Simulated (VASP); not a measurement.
# SiGe4 in VASP: a series of runs, part 2 of 2

VASP 6.6.1.

### Step 4. Relaxation of the atoms, PBE

INCAR

```
  ALGO = Fast
  DIPOL = 0.5 0.5 0.337
  EDIFF = 1E-6
  EDIFFG = -0.025
  ENCUT = 520
  GGA = PE
  IBRION = 2
  IDIPOL = 3
  ISIF = 2
  ISMEAR = 0
  LASPH = True
  LCHARG = False
  LDIPOL = True
  LREAL = False
  LWAVE = False
  NELM = 60
  NSW = 36
  PREC = Accurate
  SIGMA = 0.1
```

KPOINTS

```
k-points
0
Gamma
  7 7 1
```

POSCAR

```
SiGe4
1.0
    4.0740542205      0.0000000000      0.0000000000
    0.0000000000      4.0740542205      0.0000000000
    0.0000000000      0.0000000000     19.8557568590
Ge Si
4 1
Selective dynamics
Direct
    0.0000000000      0.5000000000      0.2014529100  F F F
    0.0000000000      0.0000000000      0.2739958855  F F F
    0.5000000000      0.0000000000      0.3493666156  F F F
    0.5000000000      0.5000000000      0.4208228837  F F F
    1.0000000000      0.7500000000      0.4381478492  F F T
```

Started as:

```console
> cat potpaw_PBE.64/Ge_d/POTCAR potpaw_PBE.64/Si/POTCAR > POTCAR
> mpirun -np 1 vasp_std > vasp.out
```

Run time: 35 min. Hardware: 1 thread of Oxide Virtual Turin-like, shared host; peak memory 0.44 GiB.

Results (log left out):

| Property | Result |
| --- | --- |
| Free energy | -20.1800 eV |
| Energy gained by relaxing | 36.7 meV/atom |
| Ionic steps | 7 |
| Band gap on the k mesh | zero (bands 30 and 31 overlap by 0.59 eV) |

The path:
```csv
step,energy change (eV),largest force on free atoms (eV/Å),pressure (GPa)
1,0.0000,0.5601,0.99
2,-0.0150,0.5503,0.94
3,-0.0580,0.5065,0.76
4,-0.1298,0.3688,0.41
5,-0.1794,0.1289,-0.32
6,-0.1828,0.0399,-0.13
7,-0.1833,0.0033,-0.17
```

Final structure:
```cif
data_structure
_symmetry_space_group_name_H-M 'P 1'
_symmetry_Int_Tables_number 1
_cell_length_a 4.0741
_cell_length_b 4.0741
_cell_length_c 19.8558
_cell_angle_alpha 90.000
_cell_angle_beta 90.000
_cell_angle_gamma 90.000
_cell_volume 329.56
loop_
_atom_site_label
_atom_site_type_symbol
_atom_site_fract_x
_atom_site_fract_y
_atom_site_fract_z
_atom_site_occupancy
Ge1 Ge 0.00000 0.50000 0.20145 1
Ge2 Ge 0.00000 0.00000 0.27400 1
Ge3 Ge 0.50000 0.00000 0.34937 1
Ge4 Ge 0.50000 0.50000 0.42082 1
Si1 Si 0.00000 0.75000 0.46486 1
```

Levels at points of the mesh, in eV from the Fermi level:
```csv
k point,band 26,band 27,band 28,band 29,band 30,band 31,band 32,band 33,band 34,band 35
"(0.00, 0.00, 0.00)",-2.51,-2.00,-0.79,-0.78,-0.06,0.60,1.25,2.13,2.31,2.60
```

### Step 5. Relaxation of the atoms, PBE

INCAR

```
ALGO = Fast
DIPOL = 0.5 0.5 0.351
EDIFF = 1E-6
EDIFFG = -0.025
ENCUT = 520
GGA = PE
IBRION = 2
IDIPOL = 3
ISIF = 2
ISMEAR = 0
LASPH = T
LCHARG = F
LDIPOL = T
LREAL = F
LWAVE = F
NELM = 60
NSW = 36
PREC = Accurate
SIGMA = 0.1
```

KPOINTS is that of step 4.

Edit POSCAR of step 4 so:

```diff
@@ -13,2 +13,2 @@
     0.5000000000      0.5000000000      0.4208228837  F F F
-    1.0000000000      0.7500000000      0.4381478492  F F T
+    0.5000000000      0.8750000000      0.5075969782  F F T
```

Potentials or basis: VASP PAW PBE potentials, release 64 (Ge_d, Si).

Started as:

```console
> cat potpaw_PBE.64/Ge_d/POTCAR potpaw_PBE.64/Si/POTCAR > POTCAR
> mpirun -np 1 vasp_std > vasp.out
```

OUTCAR:

```text
EDIFF = 1E-6
   EDIFFG = -0.025
   ENCUT = 520
   GGA = PE
   IBRION = 2
   ISIF = 2
   ISMEAR = 0
   LASPH = T
   LREAL = F
   NELM = 60
   NSW = 36
   PREC = Accurate

 ion  position               nearest neighbor table
   1  0.000  0.500  0.201-   2 2.49   2 2.49
   2  0.000  0.000  0.274-   1 2.49   1 2.49   3 2.53   3 2.53
   3  0.500  0.000  0.349-   4 2.48   4 2.48   2 2.53   2 2.53
   4  0.500  0.500  0.421-   5 2.30   3 2.48   3 2.48
   5  0.500  0.875  0.508-   4 2.30

  LATTYP: Found a simple tetragonal cell.
 ALAT       =     4.0740542205
 C/A-ratio  =     4.8737095248

  Lattice vectors:

 A1 = (   4.0740542205,   0.0000000000,   0.0000000000)
 A2 = (   0.0000000000,   4.0740542205,   0.0000000000)
 A3 = (   0.0000000000,   0.0000000000,  19.8557568590)

Analysis of symmetry for initial positions (statically):
=====================================================================
 Subroutine PRICEL returns:
 Original cell was already a primitive cell.

 Routine SETGRP: Setting up the symmetry group for a
 simple tetragonal supercell.

 Subroutine GETGRP returns: Found  2 space group operations
 (whereof  2 operations were pure point group operations)
 out of a pool of 16 trial point group operations.

The static configuration has the point symmetry C_1h.

Analysis of symmetry for dynamics (positions and initial velocities):
=====================================================================
 Subroutine PRICEL returns:
 Original cell was already a primitive cell.

 Routine SETGRP: Setting up the symmetry group for a
 simple tetragonal supercell.

 Subroutine GETGRP returns: Found  2 space group operations
 (whereof  2 operations were pure point group operations)
 out of a pool of 16 trial point group operations.

The dynamic configuration has the point symmetry C_1h.

Analysis of constrained symmetry for selective dynamics:
=====================================================================
 Subroutine PRICEL returns:
 Original cell was already a primitive cell.

 Routine SETGRP: Setting up the symmetry group for a
 simple tetragonal supercell.

 Subroutine GETGRP returns: Found  2 space group operations
 (whereof  2 operations were pure point group operations)
 out of a pool of 16 trial point group operations.

The constrained configuration has the point symmetry C_1h.

 Subroutine INISYM returns: Found  2 space group operations
 (whereof  2 operations are pure point group operations),
 and found     1 'primitive' translations

----------------------------------------------------------------------------------------

                                     Primitive cell

  volume of cell :     329.5642

[... 56 lines left out ...]
  0.428571  0.000000  0.000000      2.000000
[... 8 lines left out ...]
 -0.285714  0.428571  0.000000      4.000000
  0.428571  0.428571  0.000000      4.000000
   k-points           NKPTS =     16   k-points in BZ     NKDIM =     16   number of bands    NBANDS=     36
   number of dos      NEDOS =    301   number of ions     NIONS =      5
   total plane-waves  NPLWV = 135000
   dimension x,y,z NGX =    30 NGY =   30 NGZ =  150
   dimension x,y,z NGXF=    60 NGYF=   60 NGZF=  300
   ions per type =               4   1
   NGX,Y,Z   is equivalent  to a cutoff of  12.24, 12.24, 12.56 a.u.
   NGXF,Y,Z  is equivalent  to a cutoff of  24.48, 24.48, 25.12 a.u.
 SYSTEM =  unknown system
   PREC   = accura    normal or accurate (medium, high low for compatibility)
   ISTART =      0    job   : 0-new  1-cont  2-samecut
   ICHARG =      2    charge: 1-file 2-atom 10-const
   ISPIN  =      1    spin polarized calculation?
   LNONCOLLINEAR =      F non collinear calculations
   LSORBIT =      F    spin-orbit coupling
   LASPH  =      T    aspherical Exc in radial PAW
   ENCUT  =  520.0 eV  38.22 Ry    6.18 a.u.   7.58  7.58 36.92*2*pi/ulx,y,z
   NELM   =     60;   NELMIN=  2; NELMDL= -5     # of ELM steps
   EDIFF  = 0.1E-05   stopping-criterion for ELM
   LREAL  =      F    real-space projection
   EDIFFG = -.3E-01   stopping-criterion for IOM
   NSW    =     36    number of steps for IOM
   IBRION =      2    ionic relax: 0-MD 1-quasi-New 2-CG
   NFREE  =      1    steps in history (QN), initial steepest desc. (CG)
   ISIF   =      2    stress and relaxation
   ISYM   =      2    0-nonsym 1-usesym 2-fastsym
   POTIM  = 0.5000    time-step for ionic-motion
   TEBEG  =    0.0;   TEEND  =   0.0 temperature during run
   PSTRESS=    0.0 pullay stress
   NELECT =      60.0000    total number of electrons
   NUPDOWN=      -1.0000    fix difference up-down
   EMIN   =  10.00;   EMAX   =-10.00  energy-range for DOS
   EFERMI =   0.00;   METHOD = LEGACY
   ISMEAR =     0;   SIGMA  =   0.10  broadening in eV -4-tet -1-fermi 0-gaus
   EFERMI_NEDOS =   21; number of points for ismear=-14 and -15
   IALGO  =     68    algorithm
   IMIX   =      4    mixing-type and parameters
     AMIX     =   0.40;   BMIX     =  1.00
     AMIX_MAG =   1.60;   BMIX_MAG =  1.00
  volume/ion in A,a.u.               =      65.91       444.80
  Fermi-wavevector in a.u.,A,eV,Ry     =   0.927852  1.753385 11.713375  0.860909
  Thomas-Fermi vector in A             =   2.053966
   LORBIT       =      0    0 simple, 1 ext, 2 COOP (PROOUT), +10 PAW based schemes
   GGA     = PE    functional components
   LHFCALC =     F    Hartree Fock is set to
   AEXX    =    0.0000 exact exchange contribution
   IVDW    =     0    specifies the selected vdW correction
   LEPSILON=     F    determine dielectric tensor
   LRPA    =     F    only Hartree local field effects (RPA)
 conjugate gradient relaxation of ions
 non-spin polarized calculation
 RMM-DIIS sequential band-by-band and
 Gauss-broadening in eV      SIGMA  =   0.10
  energy-cutoff  :      520.00
  volume of cell :      329.56
 maximum number of plane-waves:      8917
   NGX = 15   NGY = 15   NGZ = 73

 dipolmoment           0.000000      0.000000      0.064075 electrons x Angstroem

--------------------------------------- Ionic step        1  -------------------------------------------

 number of electron      59.9999944 magnetization

 Free energy of the ion-electron system (eV)
  ---------------------------------------------------
  ext. energy  EPLUGINS =         0.00000000
  ---------------------------------------------------
  free energy    TOTEN  =       -19.32363195 eV

  energy without entropy =      -19.30872001  energy(sigma->0) =      -19.31617598

------------------------ aborting loop because EDIFF is reached ----------------------------------------

  FORCE on cell =-STRESS in cart. coord.  units (eV):
  Direction    XX          YY          ZZ          XY          YZ          ZX
  --------------------------------------------------------------------------------------
  -------------------------------------------------------------------------------------
  Total       -2.5173027     -0.4453244      0.4154767      0.0000000      0.4270092      0.0000000
  in kB      -12.2378735     -2.1649456      2.0198410      0.0000000      2.0759063      0.0000000
  external PRESSURE =      -4.1276594 kB  Pullay stress =       0.0000000 kB
[... 65 lines left out ...]
--------------------------------------- Ionic step        3  -------------------------------------------

 number of electron      59.9999944 magnetization

 dipolmoment           0.000000      0.000000     -0.054646 electrons x Angstroem

 Free energy of the ion-electron system (eV)
  ---------------------------------------------------
  ext. energy  EPLUGINS =         0.00000000
  ---------------------------------------------------
  free energy    TOTEN  =       -19.32856194 eV

  energy without entropy =      -19.31503334  energy(sigma->0) =      -19.32179764

 E-fermi :  -1.4003     XC(G=0):  -4.3613

 val. band max:       -1.4425663314   @ k =  -0.1429   0.2857   0.0000
 cond. band min:      -1.3666344697   @ k =   0.2857   0.2857   0.0000
 fundamental gap:      0.0759318618
 Fermi energy:        -1.4003174580

 k-point     1 :       0.0000    0.0000    0.0000
  band No.  band energies     occupation
      1     -26.1561      2.00000
      2     -26.0979      2.00000
      3     -26.0769      2.00000
      4     -26.0571      2.00000
      5     -26.0498      2.00000
      6     -25.9842      2.00000
[... 613 lines left out ...]
     35       1.3844      0.00000
     36       2.8637      0.00000

------------------------ aborting loop because EDIFF is reached ----------------------------------------

 vacuum level on the upper side and lower side of the slab       (xc-potential included)        -0.297         0.283

  FORCE on cell =-STRESS in cart. coord.  units (eV):
  Direction    XX          YY          ZZ          XY          YZ          ZX
  --------------------------------------------------------------------------------------
  -------------------------------------------------------------------------------------
  Total       -2.4304195      0.0187069      0.8981882      0.0000000      0.6775001      0.0000000
  in kB      -11.8154910      0.0909437      4.3665443      0.0000000      3.2936684      0.0000000
  external PRESSURE =      -2.4526677 kB  Pullay stress =       0.0000000 kB
[... 20 lines left out ...]
  FREE ENERGIE OF THE ION-ELECTRON SYSTEM (eV)
  ---------------------------------------------------
  free  energy   TOTEN  =       -19.3285619421 eV

  energy  without entropy=      -19.3150333364  energy(sigma->0) =      -19.32179764

 reached required accuracy - stopping structural energy minimisation

 vacuum level on the upper side and lower side of the slab         2.931         3.528
```

OSZICAR:

```text
N       E                     dE             d eps       ncg     rms          rms(c)
DAV:   1     0.495494172564E+03    0.49549E+03   -0.31126E+04  1356   0.257E+03
DAV:   2     0.541631578095E+02   -0.44133E+03   -0.43385E+03  1376   0.601E+02
DAV:   3    -0.159606726498E+02   -0.70124E+02   -0.69266E+02  1580   0.186E+02
DAV:   4    -0.195879599986E+02   -0.36273E+01   -0.36060E+01  1296   0.503E+01
[... 29 lines left out ...]
RMM:   3    -0.193286430241E+02    0.12493E-02   -0.25453E-03  1547   0.215E-01    0.711E-02
RMM:   4    -0.193285673333E+02    0.75691E-04   -0.44647E-04  1297   0.921E-02    0.484E-02
RMM:   5    -0.193285581921E+02    0.91412E-05   -0.74649E-05  1257   0.432E-02    0.151E-02
RMM:   6    -0.193285614182E+02   -0.32262E-05   -0.21706E-05  1116   0.209E-02    0.538E-03
RMM:   7    -0.193285619421E+02   -0.52389E-06   -0.38689E-06  1008   0.104E-02
   3 F= -.19328562E+02 E0= -.19321798E+02  d E =-.492999E-02
```

Run time: 7.3 min. Hardware: 1 thread of Oxide Virtual Turin-like, shared host; peak memory 0.41 GiB.

Results:

- Free energy: -19.3286 eV
- Energy gained by relaxing: 1.0 meV/atom
- Ionic steps: 3
- Band gap on the k mesh: zero (bands 30 and 31 overlap by 1.00 eV)

Step by step:
| step | energy change (eV) | largest force on free atoms (eV/Å) | pressure (GPa) |
| --- | --- | --- | --- |
| 1 | 0.0000 | 0.2317 | -0.41 |
| 2 | -0.0023 | 0.1735 | -0.37 |
| 3 | -0.0049 | 0.0164 | -0.25 |

Final structure:
```cif
data_structure
_symmetry_space_group_name_H-M 'P 1'
_symmetry_Int_Tables_number 1
_cell_length_a 4.0741
_cell_length_b 4.0741
_cell_length_c 19.8558
_cell_angle_alpha 90.000
_cell_angle_beta 90.000
_cell_angle_gamma 90.000
_cell_volume 329.56
loop_
_atom_site_label
_atom_site_type_symbol
_atom_site_fract_x
_atom_site_fract_y
_atom_site_fract_z
_atom_site_occupancy
Ge1 Ge 0.00000 0.50000 0.20145 1
Ge2 Ge 0.00000 0.00000 0.27400 1
Ge3 Ge 0.50000 0.00000 0.34937 1
Ge4 Ge 0.50000 0.50000 0.42082 1
Si1 Si 0.50000 0.87500 0.50535 1
```

### Step 6. The runs side by side

```tsv
cell	gap on the mesh (eV)
atoms relaxed, atomic positions A	none
atoms relaxed, atomic positions B	none
atoms relaxed, atomic positions C	none
atoms relaxed, atomic positions D	none
```

Alike in all rows: task relaxation of the atoms; level PBE; potentials or basis VASP PAW PBE potentials, release 64 (Ge_d, Si); no spin polarisation; k mesh 7 × 7 × 1; cutoff (eV) 520; smearing gaussian 0.1 eV.

Caveats: the relaxation stopped at its first step, so nothing moved (at least some runs).

Absolute energies hang on the potentials; compare differences alone.
